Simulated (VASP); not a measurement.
Crystal: CdSe.

```
Cd Se
1.0
     4.16673   -0.00638   -0.06700
    -2.08889    3.42124    0.03219
    -0.22086   -0.00500   13.25693
Cd Se
4 4
Direct
  0.01660 0.01336 0.99083
  0.97858 0.98389 0.50245
  0.01941 0.02304 0.25087
  0.99417 0.95836 0.74600
  0.33790 0.68458 0.37863
  0.33505 0.66200 0.88404
  0.66827 0.35693 0.12524
  0.65001 0.31784 0.62194
```

- Program: VASP 6.6.1
- Task: relaxation of cell and atoms
- Functional: PBE
- Potentials or basis: VASP PAW PBE potentials, release 64 (Cd, Se)
- Cutoff: 600 eV
- k mesh: 6 × 6 × 2
- Occupations: gaussian, width 0.2 eV
- Spin: no spin polarisation

At the start: pressure 2.0 GPa; volume 23.59 Å³/atom.

Problem. Where does the relaxation end?

Solution. Over 18 steps the energy falls by 24.6 meV/atom and the volume is 24.06 Å³/atom (+2.0 %); space group P1 (No. 1, to 0.1 Å) before, C2 (No. 5, to 0.1 Å).

The path:
```
step  energy change (eV)  largest force (eV/Å)  pressure (GPa)  volume (Å³)
   1              0.0000                0.9341            1.96       188.76
   2             -0.1178                0.4290           -0.84       196.73
   3             -0.1188                0.3879           -1.09       197.56
   4             -0.1640                0.1883           -0.44       194.88
   5             -0.1774                0.1586            0.23       192.52
   6             -0.1838                0.1173            0.00       193.16
   7             -0.1871                0.1063           -0.31       194.04
   8             -0.1909                0.0711            0.12       192.57
   9             -0.1909                0.0716            0.16       192.45
  10             -0.1927                0.0531            0.01       192.87
  11             -0.1930                0.0454           -0.07       193.12
  12             -0.1939                0.0391            0.03       192.76
  13             -0.1943                0.0521            0.15       192.36
  14             -0.1949                0.0497            0.08       192.57
  15             -0.1954                0.0467           -0.07       193.03
  16             -0.1959                0.0399           -0.04       192.90
  17             -0.1966                0.0256            0.06       192.54
  18             -0.1966                0.0249            0.08       192.48
```

Final structure:
```
Cd Se
1.0
     4.07377   -0.00071   -0.00895
    -2.03767    3.52238    0.01167
    -0.02380    0.02654   13.41542
Cd Se
4 4
Direct
  0.01030 0.00747 0.00032
  0.98908 0.99120 0.50023
  0.00608 0.01869 0.24998
  0.99148 0.98076 0.75029
  0.33287 0.67580 0.37492
  0.33543 0.65940 0.87474
  0.67769 0.34835 0.12455
  0.65706 0.31834 0.62497
```
